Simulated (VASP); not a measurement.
# TaAs (P-62m) in VASP: single point with PBEsol

Aim: the single point of TaAs with PBEsol.

Everything below comes from runs of VASP 6.6.1. Logs are shortened: lines on timing, memory, paths and dates and some standing lists are left out, and cuts for length are marked.

## (1) The cell of the first run

Symmetry: P-62m, No. 189, hexagonal system. Conventional cell: a = 5.953 Å, b = 5.953 Å, c = 3.335 Å, α = 90.00°, β = 90.00°, γ = 120.00°. Ta (site symmetry -6) has 6 As at 2.48 Å and 5 Ta at 3.33 to 3.44 Å within 3.5 Å. Within 3.1 Å of Ta (site symmetry -62m) lie 3 As at 2.34 Å. As (site symmetry m2m) has 5 Ta at 2.34 to 2.48 Å and 4 As at 3.17 Å within 3.2 Å.

## (2) Single point, PBEsol (N replaced by As, lengths x 1.120, strained)

INCAR reads:

```
SYSTEM = TaAs
PREC     = Accurate       ! precision mode
ENCUT    = 520            ! plane-wave cutoff, eV
EDIFF    = 1E-7           ! SCF threshold, eV
ISMEAR   = 0              ! smearing method
SIGMA    = 0.1            ! smearing width, eV
LREAL    = .FALSE.        ! projectors in reciprocal space
LASPH    = .TRUE.         ! aspherical terms in the spheres
NELM     = 80             ! most SCF steps
ALGO     = Normal         ! electronic algorithm
ISIF     = 2              ! what is computed and relaxed
LWAVE    = .FALSE.        ! write WAVECAR
LCHARG   = .FALSE.        ! write CHGCAR
GGA      = PS             ! functional
NBANDS   = 33             ! bands
```

KPOINTS reads:

```
regular mesh
0
G
  6 6 6
  0 0 0
```

POSCAR reads:

```
TaAs
1.0
    5.9527591536      0.0000000000      0.0000000000
   -2.9763795768      5.1552406497      0.0000000000
    0.0000000000      0.0000000000      3.3349651665
Ta As
3 3
Direct
    0.3333333333      0.6666666667      0.5000000000
    0.6666666667      0.3333333333      0.5000000000
    0.0000000000      0.0000000000      0.0000000000
    0.3928500000      0.0000000000      0.0000000000
    0.6071500000      0.6071500000      0.0000000000
    0.0000000000      0.3928500000      0.0000000000
```

Potentials or basis: VASP PAW PBE potentials, release 64 (Ta_pv, As).

The run is started by

```bash
> cat potpaw_PBE.64/Ta_pv/POTCAR potpaw_PBE.64/As/POTCAR > POTCAR
> mpirun -np 1 vasp_std > vasp.out
```

OUTCAR:

```text
SYSTEM = TaAs
   PREC = Accurate
   ENCUT = 520
   EDIFF = 1E-7
   ISMEAR = 0
   LREAL = .FALSE.
   LASPH = .TRUE.
   NELM = 80
   ISIF = 2
   GGA = PS

 ion  position               nearest neighbor table
   1  0.333  0.667  0.500-   4 2.48   4 2.48   6 2.48   6 2.48   5 2.48   5 2.48   2 3.44   2 3.44
                             2 3.44
   2  0.667  0.333  0.500-   6 2.48   6 2.48   4 2.48   4 2.48   5 2.48   5 2.48   1 3.44   1 3.44
                             1 3.44
   3  0.000  0.000  0.000-   4 2.34   5 2.34   6 2.34
   4  0.393  0.000  0.000-   3 2.34   1 2.48   1 2.48   2 2.48   2 2.48
   5  0.607  0.607  0.000-   3 2.34   1 2.48   1 2.48   2 2.48   2 2.48
   6  0.000  0.393  0.000-   3 2.34   2 2.48   2 2.48   1 2.48   1 2.48

  LATTYP: Found a hexagonal cell.
 ALAT       =     5.9527591536
 C/A-ratio  =     0.5602385516

  Lattice vectors:

 A1 = (   5.9527591536,   0.0000000000,   0.0000000000)
 A2 = (  -2.9763795768,   5.1552406497,   0.0000000000)
 A3 = (   0.0000000000,   0.0000000000,   3.3349651665)

Analysis of symmetry for initial positions (statically):
=====================================================================
 Subroutine PRICEL returns:
 Original cell was already a primitive cell.

 Routine SETGRP: Setting up the symmetry group for a
 hexagonal supercell.

 Subroutine GETGRP returns: Found 12 space group operations
 (whereof 12 operations were pure point group operations)
 out of a pool of 24 trial point group operations.

The static configuration has the point symmetry D_3h.

Analysis of symmetry for dynamics (positions and initial velocities):
=====================================================================
 Subroutine PRICEL returns:
 Original cell was already a primitive cell.

 Routine SETGRP: Setting up the symmetry group for a
 hexagonal supercell.

 Subroutine GETGRP returns: Found 12 space group operations
 (whereof 12 operations were pure point group operations)
 out of a pool of 24 trial point group operations.

The dynamic configuration has the point symmetry D_3h.

 Subroutine INISYM returns: Found 12 space group operations
 (whereof 12 operations are pure point group operations),
 and found     1 'primitive' translations

----------------------------------------------------------------------------------------

                                     Primitive cell

  volume of cell :     102.3431

  direct lattice vectors                    reciprocal lattice vectors
     5.952759154  0.000000000  0.000000000     0.167989326  0.096988683  0.000000000
    -2.976379577  5.155240650  0.000000000     0.000000000  0.193977366  0.000000000
     0.000000000  0.000000000  3.334965166     0.000000000  0.000000000  0.299853207

  length of vectors
     5.952759154  5.952759154  3.334965166     0.193977366  0.193977366  0.299853207

  position of ions in fractional coordinates (direct lattice)
     0.333333333  0.666666667  0.500000000
     0.666666667  0.333333333  0.500000000
     0.000000000  0.000000000  0.000000000
     0.392850000  0.000000000  0.000000000
     0.607150000  0.607150000  0.000000000
     1.000000000  0.392850000  0.000000000

  ion indices of the primitive-cell ions
   primitive index   ion index
                 1           1
                 2           2
                 3           3
                 4           4
                 5           5
                 6           6

----------------------------------------------------------------------------------------

 KPOINTS: regular mesh

Automatic generation of k-mesh.
 Grid dimensions read from file:
 generate k-points for:    6    6    6

 Generating k-lattice:

  Cartesian coordinates                     Fractional coordinates (reciprocal lattice)
     0.027998221  0.016164780  0.000000000     0.166666667  0.000000000  0.000000000
     0.000000000  0.032329561  0.000000000     0.000000000  0.166666667  0.000000000
     0.000000000  0.000000000  0.049975534     0.000000000  0.000000000  0.166666667

  Length of vectors
     0.032329561  0.032329561  0.049975534

  Shift w.r.t. Gamma in fractional coordinates (k-lattice)
     0.000000000  0.000000000  0.000000000

 Subroutine IBZKPT returns following result:
 ===========================================

 Found     28 irreducible k-points:

 Following reciprocal coordinates:
            Coordinates               Weight
  0.000000  0.000000  0.000000      1.000000
  0.166667  0.000000  0.000000      6.000000
  0.333333 -0.000000  0.000000      6.000000
  0.500000  0.000000  0.000000      3.000000
  0.166667  0.166667  0.000000      6.000000
  0.333333  0.166667  0.000000     12.000000
[... 16 lines left out ...]
  0.166667  0.000000  0.500000      6.000000
  0.333333 -0.000000  0.500000      6.000000
 [... further k-points ...]
   k-points           NKPTS =     28   k-points in BZ     NKDIM =     28   number of bands    NBANDS=     33
   number of dos      NEDOS =    301   number of ions     NIONS =      6
   total plane-waves  NPLWV =  64512
   dimension x,y,z NGX =    48 NGY =   48 NGZ =   28
   dimension x,y,z NGXF=    96 NGYF=   96 NGZF=   56
   ions per type =               3   3
   NGX,Y,Z   is equivalent  to a cutoff of  13.41, 13.41, 13.96 a.u.
   NGXF,Y,Z  is equivalent  to a cutoff of  26.81, 26.81, 27.92 a.u.
 SYSTEM =  TaAs
   PREC   = accura    normal or accurate (medium, high low for compatibility)
   ISTART =      0    job   : 0-new  1-cont  2-samecut
   ICHARG =      2    charge: 1-file 2-atom 10-const
   ISPIN  =      1    spin polarized calculation?
   LNONCOLLINEAR =      F non collinear calculations
   LSORBIT =      F    spin-orbit coupling
   LASPH  =      T    aspherical Exc in radial PAW
   ENCUT  =  520.0 eV  38.22 Ry    6.18 a.u.  11.07 11.07  6.20*2*pi/ulx,y,z
   NELM   =     80;   NELMIN=  2; NELMDL= -5     # of ELM steps
   EDIFF  = 0.1E-06   stopping-criterion for ELM
   LREAL  =      F    real-space projection
   EDIFFG = 0.1E-05   stopping-criterion for IOM
   NSW    =      0    number of steps for IOM
   IBRION =     -1    ionic relax: 0-MD 1-quasi-New 2-CG
   NFREE  =      0    steps in history (QN), initial steepest desc. (CG)
   ISIF   =      2    stress and relaxation
   ISYM   =      2    0-nonsym 1-usesym 2-fastsym
   POTIM  = 0.5000    time-step for ionic-motion
   TEBEG  =    0.0;   TEEND  =   0.0 temperature during run
   PSTRESS=    0.0 pullay stress
   NELECT =      48.0000    total number of electrons
   NUPDOWN=      -1.0000    fix difference up-down
   EMIN   =  10.00;   EMAX   =-10.00  energy-range for DOS
   EFERMI =   0.00;   METHOD = LEGACY
   ISMEAR =     0;   SIGMA  =   0.10  broadening in eV -4-tet -1-fermi 0-gaus
   EFERMI_NEDOS =   21; number of points for ismear=-14 and -15
   IALGO  =     38    algorithm
   IMIX   =      4    mixing-type and parameters
     AMIX     =   0.40;   BMIX     =  1.00
     AMIX_MAG =   1.60;   BMIX_MAG =  1.00
  volume/ion in A,a.u.               =      17.06       115.11
  Fermi-wavevector in a.u.,A,eV,Ry     =   1.271947  2.403632 22.012179  1.617849
  Thomas-Fermi vector in A             =   2.404852
   LORBIT       =      0    0 simple, 1 ext, 2 COOP (PROOUT), +10 PAW based schemes
   GGA     = PS    functional components
   LHFCALC =     F    Hartree Fock is set to
   AEXX    =    0.0000 exact exchange contribution
   IVDW    =     0    specifies the selected vdW correction
   LEPSILON=     F    determine dielectric tensor
   LRPA    =     F    only Hartree local field effects (RPA)
 non-spin polarized calculation
 Gauss-broadening in eV      SIGMA  =   0.10
  energy-cutoff  :      520.00
  volume of cell :      102.34
 maximum number of plane-waves:      2784
 NGX is ok and might be reduce to    48
   NGX = 23   NGY = 23   NGZ = 13

 number of electron      47.9999996 magnetization

 Free energy of the ion-electron system (eV)
  ---------------------------------------------------
  ext. energy  EPLUGINS =         0.00000000
  ---------------------------------------------------
  free energy    TOTEN  =       -51.24296703 eV

  energy without entropy =      -51.23265585  energy(sigma->0) =      -51.23781144

 E-fermi :   7.2732     XC(G=0): -11.9869

 val. band max:        7.2094696447   @ k =   0.1667   0.0000   0.0000
 cond. band min:       7.3005772246   @ k =   0.5000   0.0000   0.1667
 fundamental gap:      0.0911075800
 Fermi energy:         7.2732173392

 k-point     1 :       0.0000    0.0000    0.0000
  band No.  band energies     occupation
      1     -27.9407      2.00000
      2     -27.9407      2.00000
      3     -27.8455      2.00000
      4     -27.8253      2.00000
      5     -27.8253      2.00000
      6     -27.8059      2.00000
[... 25 lines left out ...]
     32       9.1180      0.00000
     33      11.3397      0.00000

 k-point     2 :       0.1667    0.0000    0.0000
  band No.  band energies     occupation
      1     -27.9446      2.00000
      2     -27.9362      2.00000
      3     -27.8431      2.00000
      4     -27.8273      2.00000
      5     -27.8210      2.00000
      6     -27.8082      2.00000
[... 25 lines left out ...]
     32       9.4650      0.00000
     33      11.7946      0.00000

 k-point     3 :       0.3333   -0.0000    0.0000
  band No.  band energies     occupation
      1     -27.9519      2.00000
      2     -27.9211      2.00000
      3     -27.8396      2.00000
      4     -27.8370      2.00000
      5     -27.8142      2.00000
      6     -27.8132      2.00000
[... 25 lines left out ...]
     32      10.4559      0.00000
     33      10.9966      0.00000

 k-point     4 :       0.5000    0.0000    0.0000
  band No.  band energies     occupation
      1     -27.9552      2.00000
      2     -27.9069      2.00000
      3     -27.8534      2.00000
      4     -27.8321      2.00000
      5     -27.8190      2.00000
      6     -27.8095      2.00000
[... 25 lines left out ...]
     32      10.6585      0.00000
     33      10.7712      0.00000

 k-point     5 :       0.1667    0.1667    0.0000
  band No.  band energies     occupation
      1     -27.9488      2.00000
      2     -27.9271      2.00000
      3     -27.8388      2.00000
      4     -27.8363      2.00000
      5     -27.8144      2.00000
      6     -27.8125      2.00000
[... 604 lines left out ...]
 k-point    22 :       0.0000    0.0000    0.5000
  band No.  band energies     occupation
      1     -28.1057      2.00000
      2     -28.0539      2.00000
      3     -27.8988      2.00000
      4     -27.8988      2.00000
      5     -27.7831      2.00000
      6     -27.7831      2.00000
[... 25 lines left out ...]
     32       9.9164      0.00000
     33      10.0200      0.00000

 k-point    23 :       0.1667    0.0000    0.5000
  band No.  band energies     occupation
      1     -28.1037      2.00000
      2     -28.0570      2.00000
      3     -27.9009      2.00000
      4     -27.8930      2.00000
      5     -27.7895      2.00000
      6     -27.7810      2.00000
[... 25 lines left out ...]
     32      10.2537      0.00000
     33      10.8621      0.00000

 k-point    24 :       0.3333   -0.0000    0.5000
  band No.  band energies     occupation
      1     -28.0979      2.00000
      2     -28.0652      2.00000
      3     -27.9047      2.00000
      4     -27.8791      2.00000
      5     -27.8046      2.00000
      6     -27.7771      2.00000
[... 25 lines left out ...]
     32      10.5373      0.00000
     33      11.3078      0.00000

 [... further k-points ...]

------------------------ aborting loop because EDIFF is reached ----------------------------------------

  FORCE on cell =-STRESS in cart. coord.  units (eV):
  Direction    XX          YY          ZZ          XY          YZ          ZX
  --------------------------------------------------------------------------------------
  -------------------------------------------------------------------------------------
  Total       20.2211028     20.2211028     11.4160045      0.0000000     -0.0000000      0.0000000
  in kB      316.5606015    316.5606015    178.7171193      0.0000000     -0.0000000      0.0000000
  external PRESSURE =     270.6127741 kB  Pullay stress =       0.0000000 kB

 VOLUME and BASIS-vectors are now :
 -----------------------------------------------------------------------------
  energy-cutoff  :      520.00
  volume of cell :      102.34
      direct lattice vectors                 reciprocal lattice vectors
     5.952759154  0.000000000  0.000000000     0.167989326  0.096988683  0.000000000
    -2.976379577  5.155240650  0.000000000     0.000000000  0.193977366  0.000000000
     0.000000000  0.000000000  3.334965166     0.000000000  0.000000000  0.299853207

 POSITION                                       TOTAL-FORCE (eV/Angst)
 -----------------------------------------------------------------------------------
     -0.00000      3.43683      1.66748        -0.000000      0.000000      0.000000
      2.97638      1.71841      1.66748        -0.000000      0.000000      0.000000
      0.00000      0.00000      0.00000        -0.000000     -0.000000      0.000000
      2.33854      0.00000      0.00000         0.580510      0.000000     -0.000000
      1.80711      3.13000      0.00000        -0.290255     -0.502736      0.000000
     -1.16927      2.02524      0.00000        -0.290255      0.502736      0.000000
 -----------------------------------------------------------------------------------
    total drift:                                0.000001      0.000002     -0.000001

  FREE ENERGIE OF THE ION-ELECTRON SYSTEM (eV)
  ---------------------------------------------------
  free  energy   TOTEN  =       -51.2429670320 eV

  energy  without entropy=      -51.2326558481  energy(sigma->0) =      -51.23781144
```

Wall time 81 s (1 thread of AMD EPYC 7R13 (Zen 3), shared host); peak memory 0.25 GiB.

Results:

| Quantity | Value |
| --- | --- |
| Free energy | -51.2430 eV |
| Pressure | 27.1 GPa |
| Largest force | 0.581 eV/Å |
| Band gap on the k mesh | zero (bands 24 and 25 overlap by 1.53 eV) |

Forces on the atoms (eV/Å):
```
Ta   0.000  0.000  0.000
Ta   0.000  0.000  0.000
Ta   0.000  0.000  0.000
As   0.581  0.000  0.000
As  -0.290 -0.503  0.000
As  -0.290  0.503  0.000
```

Stress tensor (GPa, compression positive):
```
31.66  0.00  0.00
 0.00 31.66  0.00
 0.00  0.00 17.87
```

Levels at points of the mesh, in eV from the Fermi level:
```csv
k point,band 20,band 21,band 22,band 23,band 24,band 25,band 26,band 27,band 28,band 29
"(0.00, 0.00, 0.00)",-3.08,-2.31,-1.59,-0.71,-0.28,-0.28,0.22,0.22,1.10,1.67
"(0.50, 0.00, 0.00)",-2.46,-2.38,-1.85,-1.56,-1.13,0.31,1.16,1.20,1.27,1.43
"(0.00, 0.00, 0.50)",-2.16,-2.16,-2.15,-2.15,1.25,1.25,1.58,1.58,2.01,2.02
"(0.50, 0.00, 0.50)",-2.83,-2.46,-1.88,-1.82,-0.41,0.07,0.84,1.74,2.33,2.49
```

Caveat: the cell differs from its parent crystal (N replaced by As, lengths x 1.120, strained); the stress differs along the axes, from 18 to 32 GPa; the PAW data sets were made with another functional, which shifts forces and pressure a little; spin-orbit coupling is left out, which moves the levels of the heavy elements.

The gap in the log of VASP goes by the Fermi energy; the results here count the filled bands.